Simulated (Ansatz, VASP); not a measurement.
ZrC in VASP and in Ansatz

File POSCAR:

```
ZrC
1.0
    3.3914762718      0.0000000000      0.0000000000
   -1.6957381359      2.9371046077      0.0000000000
    0.0000000000      0.0000000000      5.2900530000
Zr C
2 2
Direct
    0.6666666667      0.3333333333      0.7500000000
    0.3333333333      0.6666666667      0.2500000000
    0.0000000000      0.0000000000      0.5000000000
    0.0000000000      0.0000000000      0.0000000000
```

The input INCAR.step1:

```
ALGO = Normal ; EDIFF = 1E-4
ENCUT = 520 ; GGA = PE
ISMEAR = -1 ; LASPH = T
LCHARG = F ; LREAL = F
LWAVE = T ; NBANDS = 24
NELM = 80 ; PREC = Accurate
SIGMA = 0.05
```

INCAR.step2

```
ALGO = Normal ; EDIFF = 1E-6
ENCUT = 520 ; ISIF = 2
ISMEAR = -1 ; ISTART = 1
LASPH = T ; LCHARG = F
LMIXTAU = T ; LREAL = F
LWAVE = F ; METAGGA = R2SCAN
NBANDS = 24 ; NELM = 80
PREC = Accurate ; SIGMA = 0.05
```

Contents of KPOINTS:

```
k-points
0
Gamma
  7 7 4
```

File input.yaml:

```yaml
crystal:
  lattice:
    - [3.3914762718, 0.0, 0.0]
    - [-1.6957381359, 2.9371046077, 0.0]
    - [0.0, 0.0, 5.290053]
  atoms:
    - { symbol: Zr, position: [0.6666666667, 0.3333333333, 0.75] }
    - { symbol: Zr, position: [0.3333333333, 0.6666666667, 0.25] }
    - { symbol: C, position: [0.0, 0.0, 0.5] }
    - { symbol: C, position: [0.0, 0.0, 0.0] }
hamiltonian:
  xc: r2scan
  pseudopotentials: { kind: paw }
kpoints:
  mp_grid: { grid: [7, 7, 4] }
  band_path:
    path:
      - [[0.0, 0.0, 0.0], [0.5, 0.0, 0.0], [0.3333333333, 0.3333333333, 0.0], [0.0, 0.0, 0.0], [0.0, 0.0, 0.5], [0.5, 0.0, 0.5], [0.3333333333, 0.3333333333, 0.5], [0.0, 0.0, 0.5]]
      - [[0.5, 0.0, 0.5], [0.5, 0.0, 0.0]]
      - [[0.3333333333, 0.3333333333, 0.0], [0.3333333333, 0.3333333333, 0.5]]
    npoints: 14
scf:
  occupations: { method: fermi_dirac, width: 0.05 }
  n_extra_bands: 10
output:
  forces: true
  stress: true
  eigenvalues: true
  fatbands: false
  write_density: true
  write_potential: true
  elf: true
  volumetric_format: npy
```

Alike in both runs: functional r2SCAN; k mesh 7 × 7 × 4; occupations fermi-dirac, width 0.05 eV; no spin polarisation.

|  | VASP | Ansatz |
| --- | --- | --- |
| version | VASP 6.6.1 | Ansatz 0.2.0 |
| potentials or method | VASP PAW PBE potentials, release 64 (Zr_sv, C) | Ansatz PAW |
| plane-wave cutoff (eV) | 520 | 500 |
| valence electrons in the cell | 32 | 32 |
| task | single point | band structure |

Ansatz gave:

- gap on the k mesh at the Fermi level (eV): none
- pressure (GPa): -2.3
- traceless stress, the component that is largest in VASP (GPa): 3.79

Problem. What did VASP give for the same quantities?

Solution. gap on the k mesh at the Fermi level (eV): none; pressure (GPa): -2.1; traceless stress, the component that is largest in VASP (GPa): 3.79.

VASP's potentials were made for PBE, not for r2SCAN. A gap of «none» marks a metal or a gap that the smearing closes. The functional is the same, so the differences come from potentials, cutoffs and numerics.
